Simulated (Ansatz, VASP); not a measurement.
ZnS: VASP beside Ansatz

INCAR

```
SYSTEM = ZnS
PREC = Accurate
ENCUT = 500
EDIFF = 1E-6
ISMEAR = 0
SIGMA = 0.05
LREAL = .FALSE.
LASPH = .TRUE.
NELM = 120
ALGO = Normal
ISIF = 2
LWAVE = .FALSE.
LCHARG = .FALSE.
GGA = PS
NBANDS = 16
GGA_COMPAT = .FALSE.
```

File KPOINTS:

```
Automatic mesh
0
G
  10 10 10
  0 0 0
```

POSCAR

```
ZnS
1.0
    0.0000000000      2.7030761450      2.7030761450
    2.7030761450      0.0000000000      2.7030761450
    2.7030761450      2.7030761450      0.0000000000
Zn S
1 1
Direct
    0.0000000000      0.0000000000      0.0000000000
    0.7500000000      0.7500000000      0.7500000000
```

Input for Ansatz:

```yaml
crystal:
  lattice:
    - [0.0, 2.703076145, 2.703076145]
    - [2.703076145, 0.0, 2.703076145]
    - [2.703076145, 2.703076145, 0.0]
  atoms:
    - { symbol: Zn, position: [0.0, 0.0, 0.0] }
    - { symbol: S, position: [0.75, 0.75, 0.75] }
basis:
  ecutwfc: 420
  ecutrho_ratio: 4
kpoints:
  mp_grid: { grid: [10, 10, 10] }
hamiltonian:
  xc: pbesol
scf:
  occupations: { method: gaussian, width: 0.05 }
output:
  forces: true
  stress: true
  eigenvalues: true
```

Alike in both runs: task single point; functional PBEsol; k mesh 10 × 10 × 10; occupations gaussian, width 0.05 eV; no spin polarisation.

|  | VASP | Ansatz |
| --- | --- | --- |
| version | VASP 6.6.1 | Ansatz 0.2.0 |
| potentials or method | VASP PAW PBE potentials, release 64 (Zn, S), cutoff 500 eV | scalar-relativistic, plane waves, PAW |
| valence electrons in the cell | 18 | 18 |

```csv
,VASP,Ansatz,Ansatz less VASP
gap on the k mesh at the Fermi level (eV),1.97,1.97,-0.005
least direct gap on the mesh (eV),1.97,1.97,-0.005
pressure (GPa),-1.9,-2.1,-0.17
```

VASP's potentials were made for PBE, not for PBEsol. With one functional, cell and mesh, what is left measures potentials, basis and numerics.
